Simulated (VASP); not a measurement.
# HfSiO4 (I4_1/amd) in VASP: notebook

HfSiO4 is run at these levels: PBE, PBE+D4; tasks: single point.

Program: VASP 6.6.1. These are calculated values, not measurements. Logs are shortened: lines on timing, memory, paths and dates and some standing lists are left out, and cuts for length are marked.

**1. The cell of the first run**

It takes space group I4_1/amd (No. 141, tetragonal). Conventional cell: a = 6.572 Å, b = 6.572 Å, c = 5.963 Å, α = 90.00°, β = 90.00°, γ = 90.00°. Within 2.8 Å of Hf (site symmetry -4m2) lie 8 O at 2.11 to 2.26 Å. Si (site symmetry -4m2) has 4 O at 1.62 Å within 2.2 Å. Within 2.3 Å of O (site symmetry m) lie 1 Si at 1.62 Å and 2 Hf at 2.11 to 2.26 Å.

**2. Single point, PBE**

INCAR reads:

```
SYSTEM = HfSiO4
  GGA = PE
  ISMEAR = 0
  SIGMA = 0.03
  LWAVE = .False.
  LCHARG = .False.
  ISIF = 2
  PREC = Accurate
  LASPH = .True.
  LREAL = .False.
  ALGO = Normal
  EDIFF = 1E-6
  NELM = 120
  GGA_COMPAT = .False.
  ENCUT = 520
  EFERMI = MIDGAP
  KPAR = 2
```

KPOINTS reads:

```
k-points
0
Gamma
  6 6 6
```

POSCAR reads:

```
HfSiO4
1.0
   -3.2862500000      3.2862500000      2.9816000000
    3.2862500000     -3.2862500000      2.9816000000
    3.2862500000      3.2862500000     -2.9816000000
Hf Si O
2 2 8
Direct
    0.0000000000      0.0000000000      0.0000000000
    0.7500000000      0.2500000000      0.5000000000
    0.5000000000      0.5000000000      0.0000000000
    0.2500000000      0.7500000000      0.5000000000
    0.6802000000      0.4957000000      0.8155000000
    0.2457000000      0.9302000000      0.3155000000
    0.6802000000      0.8647000000      0.1845000000
    0.6147000000      0.9302000000      0.6845000000
    0.0698000000      0.3853000000      0.3155000000
    0.5043000000      0.3198000000      0.1845000000
    0.0698000000      0.7543000000      0.6845000000
    0.1353000000      0.3198000000      0.8155000000
```

Potentials or basis: VASP PAW PBE potentials, release 64 (Hf_pv, Si, O).

Started as:

```bash
$ cat potpaw_PBE.64/Hf_pv/POTCAR potpaw_PBE.64/Si/POTCAR potpaw_PBE.64/O/POTCAR > POTCAR
$ mpirun -np 2 vasp_std > vasp.out
```

OUTCAR:

```text
SYSTEM = HfSiO4
   GGA = PE
   ISMEAR = 0
   ISIF = 2
   PREC = Accurate
   LASPH = .True.
   LREAL = .False.
   EDIFF = 1E-6
   NELM = 120
   ENCUT = 520
   EFERMI = MIDGAP

 Found     30 irreducible k-points:

 Following reciprocal coordinates:
            Coordinates               Weight
  0.000000  0.000000  0.000000      1.000000
  0.166667  0.000000  0.000000      8.000000
  0.333333 -0.000000  0.000000      8.000000
  0.500000  0.000000  0.000000      4.000000
  0.166667  0.166667 -0.000000      8.000000
  0.333333  0.166667  0.000000     16.000000
   k-points           NKPTS =     30   k-points in BZ     NKDIM =     30   number of bands    NBANDS=     45
   number of dos      NEDOS =    301   number of ions     NIONS =     12
   total plane-waves  NPLWV =  74088
   dimension x,y,z NGX =    42 NGY =   42 NGZ =   42
   dimension x,y,z NGXF=    84 NGYF=   84 NGZF=   84
   ions per type =               2   2   8
   NGX,Y,Z   is equivalent  to a cutoff of  12.65, 12.65, 12.65 a.u.
   NGXF,Y,Z  is equivalent  to a cutoff of  25.29, 25.29, 25.29 a.u.
 SYSTEM =  HfSiO4
   PREC   = accura    normal or accurate (medium, high low for compatibility)
   ISTART =      0    job   : 0-new  1-cont  2-samecut
   ICHARG =      2    charge: 1-file 2-atom 10-const
   ISPIN  =      1    spin polarized calculation?
   LNONCOLLINEAR =      F non collinear calculations
   LSORBIT =      F    spin-orbit coupling
   LASPH  =      T    aspherical Exc in radial PAW
   ENCUT  =  520.0 eV  38.22 Ry    6.18 a.u.  10.27 10.27 10.27*2*pi/ulx,y,z
   NELM   =    120;   NELMIN=  2; NELMDL= -5     # of ELM steps
   EDIFF  = 0.1E-05   stopping-criterion for ELM
   LREAL  =      F    real-space projection
   EDIFFG = 0.1E-04   stopping-criterion for IOM
   NSW    =      0    number of steps for IOM
   IBRION =     -1    ionic relax: 0-MD 1-quasi-New 2-CG
   NFREE  =      0    steps in history (QN), initial steepest desc. (CG)
   ISIF   =      2    stress and relaxation
   ISYM   =      2    0-nonsym 1-usesym 2-fastsym
   POTIM  = 0.5000    time-step for ionic-motion
   TEBEG  =    0.0;   TEEND  =   0.0 temperature during run

   SCALEE = 1.0000    scale energy and forces
   PSTRESS=    0.0 pullay stress
   NELECT =      76.0000    total number of electrons
   NUPDOWN=      -1.0000    fix difference up-down
   EMIN   =  10.00;   EMAX   =-10.00  energy-range for DOS
   EFERMI =   0.00;   METHOD = MIDGAP
   ISMEAR =     0;   SIGMA  =   0.03  broadening in eV -4-tet -1-fermi 0-gaus
   EFERMI_NEDOS =   21; number of points for ismear=-14 and -15
   IALGO  =     38    algorithm
   IMIX   =      4    mixing-type and parameters
     AMIX     =   0.40;   BMIX     =  1.00
     AMIX_MAG =   1.60;   BMIX_MAG =  1.00
  volume/ion in A,a.u.               =      10.73        72.43
  Fermi-wavevector in a.u.,A,eV,Ry     =   1.373122  2.594825 25.653301  1.885464
  Thomas-Fermi vector in A             =   2.498668
   LORBIT       =      0    0 simple, 1 ext, 2 COOP (PROOUT), +10 PAW based schemes
   GGA     = PE    functional components
   LHFCALC =     F    Hartree Fock is set to
   AEXX    =    0.0000 exact exchange contribution
   IVDW    =     0    specifies the selected vdW correction
   LEPSILON=     F    determine dielectric tensor
   LRPA    =     F    only Hartree local field effects (RPA)

   CSHIFT  =0.1000    complex shift for real part using Kramers Kronig

   OMEGAMAX=  -1.0    maximum frequency
 non-spin polarized calculation
 Gauss-broadening in eV      SIGMA  =   0.03
  energy-cutoff  :      520.00
  volume of cell :      128.80
 maximum number of plane-waves:      3484
 NGX is ok and might be reduce to    42
   NGX = 21   NGY = 21   NGZ = 21

 number of electron      76.0000001 magnetization

 Free energy of the ion-electron system (eV)
  ---------------------------------------------------
  ext. energy  EPLUGINS =         0.00000000
  ---------------------------------------------------
  free energy    TOTEN  =      -108.59764947 eV

  energy without entropy =     -108.59764947  energy(sigma->0) =     -108.59764947

 E-fermi :   6.0143     XC(G=0): -11.0933

 val. band max:        3.3101567955   @ k =   0.0000   0.0000   0.0000
 cond. band min:       8.7185014276   @ k =   0.3333   0.3333   0.1667
 fundamental gap:      5.4083446321
 Fermi energy:         6.0143291116

 k-point     1 :       0.0000    0.0000    0.0000
  band No.  band energies     occupation
      1     -26.0216      2.00000
      2     -26.0216      2.00000
      3     -25.9508      2.00000
      4     -25.9388      2.00000
      5     -25.8435      2.00000
      6     -25.8435      2.00000
[... 37 lines left out ...]
     44      10.4685      0.00000
     45      10.6686      0.00000

 k-point     2 :       0.1667    0.0000    0.0000
  band No.  band energies     occupation
      1     -26.0232      2.00000
      2     -26.0207      2.00000
      3     -25.9487      2.00000
      4     -25.9403      2.00000
      5     -25.8476      2.00000
      6     -25.8421      2.00000
[... 37 lines left out ...]
     44      10.5217      0.00000
     45      10.5932      0.00000

 k-point     3 :       0.3333   -0.0000    0.0000
  band No.  band energies     occupation
      1     -26.0264      2.00000
      2     -26.0151      2.00000
      3     -25.9720      2.00000
      4     -25.9147      2.00000
      5     -25.8607      2.00000
      6     -25.8393      2.00000
[... 37 lines left out ...]
     44      10.6102      0.00000
     45      10.9286      0.00000

 k-point     4 :       0.5000    0.0000    0.0000
  band No.  band energies     occupation
      1     -26.0279      2.00000
      2     -26.0042      2.00000
      3     -25.9918      2.00000
      4     -25.8890      2.00000
      5     -25.8801      2.00000
      6     -25.8380      2.00000
[... 37 lines left out ...]
     44      10.7094      0.00000
     45      11.0932      0.00000

 k-point     5 :       0.1667    0.1667   -0.0000
  band No.  band energies     occupation
      1     -26.0313      2.00000
      2     -26.0144      2.00000
      3     -25.9549      2.00000
      4     -25.9354      2.00000
      5     -25.8525      2.00000
      6     -25.8387      2.00000
[... 37 lines left out ...]
     44      10.5577      0.00000
     45      10.9658      0.00000

 k-point     6 :       0.3333    0.1667    0.0000
  band No.  band energies     occupation
      1     -26.0337      2.00000
      2     -26.0085      2.00000
      3     -25.9708      2.00000
      4     -25.9157      2.00000
      5     -25.8635      2.00000
      6     -25.8387      2.00000
[... 37 lines left out ...]
     44      10.6099      0.00000
     45      11.2863      0.00000

 [... further k-points ...]

------------------------ aborting loop because EDIFF is reached ----------------------------------------

  FORCE on cell =-STRESS in cart. coord.  units (eV):
  Direction    XX          YY          ZZ          XY          YZ          ZX
  --------------------------------------------------------------------------------------
  -------------------------------------------------------------------------------------
  Total        4.3583696      4.3583696      5.2880999      0.0000000      0.0000000      0.0000000
  in kB       54.2155757     54.2155757     65.7808776      0.0000000      0.0000000      0.0000000
  external PRESSURE =      58.0706763 kB  Pullay stress =       0.0000000 kB

 VOLUME and BASIS-vectors are now :
 -----------------------------------------------------------------------------
  energy-cutoff  :      520.00
  volume of cell :      128.80
      direct lattice vectors                 reciprocal lattice vectors
    -3.286250000  3.286250000  2.981600000     0.000000000  0.152149106  0.167695197
     3.286250000 -3.286250000  2.981600000     0.152149106  0.000000000  0.167695197
     3.286250000  3.286250000 -2.981600000     0.152149106  0.152149106  0.000000000

 POSITION                                       TOTAL-FORCE (eV/Angst)
 -----------------------------------------------------------------------------------
      0.00000      0.00000      0.00000        -0.000000     -0.000000     -0.000000
     -0.00000      3.28625      1.49080        -0.000000     -0.000000     -0.000000
      0.00000      0.00000      2.98160        -0.000000      0.000000     -0.000000
      3.28625     -0.00000      1.49080        -0.000000     -0.000000     -0.000000
      2.07362      3.28625      1.07457        -0.409900     -0.000000      0.335982
      3.28625     -1.21263      2.56537        -0.000000     -0.409900      0.335982
      1.21263     -0.00000      4.05617         0.409900     -0.000000      0.335982
      3.28625      1.21263      2.56537        -0.000000      0.409900      0.335982
      2.07362      0.00000      0.41623        -0.409900      0.000000     -0.335982
      0.00000      1.21263      1.90703        -0.000000      0.409900     -0.335982
      4.49888      0.00000      0.41623         0.409900      0.000000     -0.335982
      3.28625      2.07362     -1.07457        -0.000000     -0.409900     -0.335982
 -----------------------------------------------------------------------------------
    total drift:                               -0.000000     -0.000000      0.000000

  FREE ENERGIE OF THE ION-ELECTRON SYSTEM (eV)
  ---------------------------------------------------
  free  energy   TOTEN  =      -108.5976494741 eV

  energy  without entropy=     -108.5976494741  energy(sigma->0) =     -108.59764947
```

Run time: 59 s. Hardware: 2 MPI ranks of Intel Xeon 6975P-C (Granite Rapids), shared host; peak memory 0.32 GiB.

What came out:

```yaml
Free_energy: -108.5976 eV
Pressure: 5.8 GPa
Largest_force: 0.530 eV/Å
Band_gap_on_the_k_mesh: 5.41 eV (least direct gap 5.76 eV)
```

Forces on the atoms (eV/Å):
```
Hf   0.000  0.000  0.000
Hf   0.000  0.000  0.000
Si   0.000  0.000  0.000
Si   0.000  0.000  0.000
O   -0.410  0.000  0.336
O    0.000 -0.410  0.336
O    0.410  0.000  0.336
O    0.000  0.410  0.336
O   -0.410  0.000 -0.336
O    0.000  0.410 -0.336
O    0.410  0.000 -0.336
O    0.000 -0.410 -0.336
```

Levels at points of the mesh, in eV from the valence-band top:
```
           k point  band 36  band 37  band 38  band 39  band 40  band 41
(0.00, 0.00, 0.00)    -0.59    -0.56     0.00     5.79     6.06     6.24
(0.50, 0.00, 0.00)    -0.84    -0.26    -0.20     5.67     5.82     6.58
(0.50, 0.50, 0.00)    -0.93    -0.61    -0.61     5.41     5.41     6.52
(0.50, 0.50, 0.50)    -1.11    -0.88    -0.88     6.25     6.25     6.64
```

Caveat: the cell stands under pressure; spin-orbit coupling is left out, which moves the levels of the heavy elements. A k mesh can miss the band edges.

**3. Single point, PBE+D4**

This run uses another cell than the first one, of 10.91 Å³/atom.

INCAR reads:

```
ALGO = Normal
EDIFF = 1E-6
ENCUT = 520
GGA = PE
ISIF = 2
ISMEAR = -1
IVDW = 13
LASPH = True
LCHARG = False
LREAL = False
LWAVE = False
NBANDS = 50
NELM = 60
PREC = Accurate
SIGMA = 0.05
```

KPOINTS is that of step 2.

POSCAR reads:

```
HfSiO4
1.0
   -3.3038349422      3.3038349422      2.9989909007
    3.3038349422     -3.3038349422      2.9989909007
    3.3038349422      3.3038349422     -2.9989909007
Hf Si O
2 2 8
Direct
    0.0000000000      0.0000000000      0.0000000000
    0.7500000000      0.2500000000      0.5000000000
    0.5000000000      0.5000000000      0.0000000000
    0.2500000000      0.7500000000      0.5000000000
    0.6808628816      0.4960927333      0.8152298516
    0.2460927333      0.9308628816      0.3152298516
    0.6808628816      0.8656330300      0.1847701484
    0.6156330300      0.9308628816      0.6847701484
    0.0691371184      0.3843669700      0.3152298516
    0.5039072667      0.3191371184      0.1847701484
    0.0691371184      0.7539072667      0.6847701484
    0.1343669700      0.3191371184      0.8152298516
```

Potentials or basis: VASP PAW PBE potentials, release 64 (Hf_pv, Si, O).

Started as:

```bash
$ cat potpaw_PBE.64/Hf_pv/POTCAR potpaw_PBE.64/Si/POTCAR potpaw_PBE.64/O/POTCAR > POTCAR
$ mpirun -np 1 vasp_std > vasp.out
```

Run time: 9.6 min. Hardware: 1 thread of Intel Xeon 8259CL, shared host; peak memory 0.35 GiB.

It converged, with:

| Item | Value |
| --- | --- |
| Free energy | -111.0099 eV |
| Pressure | -1.6 GPa |
| Largest force | 0.190 eV/Å |
| Band gap on the k mesh | 5.35 eV (least direct gap 5.69 eV) |
| Dispersion energy per atom | -0.196 eV |

Forces on the atoms (eV/Å):
```
Hf   0.000  0.000  0.000
Hf   0.000  0.000  0.000
Si   0.000  0.000  0.000
Si   0.000  0.000  0.000
O   -0.132  0.000  0.136
O    0.000 -0.132  0.136
O    0.132  0.000  0.136
O    0.000  0.132  0.136
O   -0.132  0.000 -0.136
O    0.000  0.132 -0.136
O    0.132  0.000 -0.136
O    0.000 -0.132 -0.136
```

Stress tensor (GPa, compression positive):
```
-1.76  0.00  0.00
 0.00 -1.76  0.00
 0.00  0.00 -1.40
```

Levels at points of the mesh, in eV from the valence-band top:
| k point | band 36 | band 37 | band 38 | band 39 | band 40 | band 41 |
| --- | --- | --- | --- | --- | --- | --- |
| (0.00, 0.00, 0.00) | -0.59 | -0.54 | 0.00 | 5.71 | 6.01 | 6.07 |
| (0.50, 0.00, 0.00) | -0.81 | -0.26 | -0.20 | 5.60 | 5.75 | 6.47 |
| (0.50, 0.50, 0.00) | -0.91 | -0.59 | -0.59 | 5.35 | 5.35 | 6.43 |
| (0.50, 0.50, 0.50) | -1.09 | -0.88 | -0.88 | 6.18 | 6.18 | 6.49 |

Caveat: spin-orbit coupling is left out, which moves the levels of the heavy elements.
